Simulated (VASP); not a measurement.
# Rh: single point with PBEsol

Rh:

```xyz
2
Lattice="2.6561 0.0000 0.0000 -1.3281 2.3003 0.0000 0.0000 0.0000 4.3071" Properties=species:S:1:pos:R:3 pbc="T T T"
Rh    1.3281    0.7668    3.2303
Rh    0.0000    1.5335    1.0768
```

```yaml
Program: VASP 6.6.1
Task: single point
Functional: PBEsol
Potentials_or_basis: VASP PAW PBE potentials, release 64 (Rh_pv)
Cutoff: 520 eV
k_mesh: 12 × 12 × 7
Occupations: fermi-dirac, width 0.1 eV
Spin: no spin polarisation
Dipole_correction: no
Further_INCAR_settings: ALGO = Normal; EDIFF = 1e-06; NBANDS = 22
```

```yaml
Pressure: 9.6 GPa
Band_gap_on_the_k_mesh: zero (band 15 reaches 13.37 eV, above the bottom of band 16 at 10.75 eV)
```

Stress tensor (GPa, compression positive):
```
9.93 0.00 0.00
0.00 9.93 0.00
0.00 0.00 8.99
```

Levels at points of the mesh, in eV from the Fermi level:
```csv
k point,band 13,band 14,band 15,band 16,band 17,band 18
"(0.00, 0.00, 0.00)",-2.70,-2.03,-2.03,0.15,0.15,0.57
"(0.50, 0.00, 0.00)",-2.34,0.49,0.69,0.82,3.16,5.36
```

Wall time 16 s on 1 thread of Intel(R) Xeon(R) Platinum 8559C (Emerald Rapids) (shared host), peak memory 0.16 GiB.

Caveat: the PAW data sets were made with another functional, which shifts forces and pressure a little.
